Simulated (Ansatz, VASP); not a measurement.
One calculation of SiNi, two programs

The input INCAR:

```
PREC = Accurate
ENCUT = 520
EDIFF = 1E-6
ISMEAR = -1
SIGMA = 0.05
LREAL = False
LASPH = True
NELM = 150
ALGO = Normal
ISIF = 2
LWAVE = False
LCHARG = False
ISPIN = 2
MAGMOM = 1 1 0 0
LORBIT = 11
LMAXMIX = 4
GGA = B5
ALDAX = 1.0
AGGAX = 1.0
AGGAC = 1.0
ALDAC = 0.0
NBANDS = 26
```

File KPOINTS:

```
Automatic mesh
0
Gamma
  9 8 6
```

POSCAR

```
SiNi
1.0
    3.0004866984      0.0000000000      0.0000000000
    0.0000000000      3.3446619823      0.0000000000
    0.0000000000      0.0000000000      4.7691846927
Ni Si
2 2
Direct
    0.5000000000      0.5000000000      0.3424955900
    0.0000000000      0.0000000000      0.6575044100
    0.5000000000      0.5000000000      0.8431431600
    0.0000000000      0.0000000000      0.1568568400
```

input.yaml

```yaml
crystal:
  lattice:
    - [3.0004866984, 0.0, 0.0]
    - [0.0, 3.3446619823, 0.0]
    - [0.0, 0.0, 4.7691846927]
  atoms:
    - { symbol: Ni, position: [0.5, 0.5, 0.34249559], spin: 1.0 }
    - { symbol: Ni, position: [0.0, 0.0, 0.65750441], spin: 1.0 }
    - { symbol: Si, position: [0.5, 0.5, 0.84314316] }
    - { symbol: Si, position: [0.0, 0.0, 0.15685684] }
hamiltonian:
  xc: blyp
  pseudopotentials: { kind: paw }
magnetization:
  spin_polarized: true
kpoints:
  mp_grid: { grid: [9, 8, 6] }
scf:
  occupations: { method: fermi_dirac, width: 0.05 }
output:
  forces: true
  stress: true
  eigenvalues: true
  write_density: true
  write_potential: true
  elf: true
  volumetric_format: npy
```

Alike in both runs: task single point; functional BLYP; k mesh 9 × 8 × 6; occupations fermi-dirac, width 0.05 eV; collinear spin.

|  | VASP | Ansatz |
| --- | --- | --- |
| version | VASP 6.6.1 | Ansatz 0.2.0 |
| potentials or method | VASP PAW PBE potentials, release 64 (Ni, Si) | Ansatz PAW |
| plane-wave cutoff (eV) | 520 | 420 |
| valence electrons in the cell | 28 | 44 |

VASP gave:

* gap on the k mesh at the Fermi level (eV): none
* pressure (GPa): 4.9
* traceless stress, the component that is largest in VASP (GPa): -3.92
* rms of the force components (eV/Å): 0.146
* net moment per atom (μB): 0.00

**Question.** What did Ansatz give for the same quantities?

**Answer.** gap on the k mesh at the Fermi level (eV): none; pressure (GPa): 4.3; traceless stress, the component that is largest in VASP (GPa): -4.17; rms of the force components (eV/Å): 0.154; net moment per atom (μB): 0.00.

VASP's potentials were made for PBE, not for BLYP. Atom by atom the forces differ by 0.009 eV/Å (rms over components). A gap of «none» marks a metal or a gap that the smearing closes. VASP's potentials hold 28 valence electrons a cell and Ansatz's 44, so a difference there can come from the potentials and not from the codes.
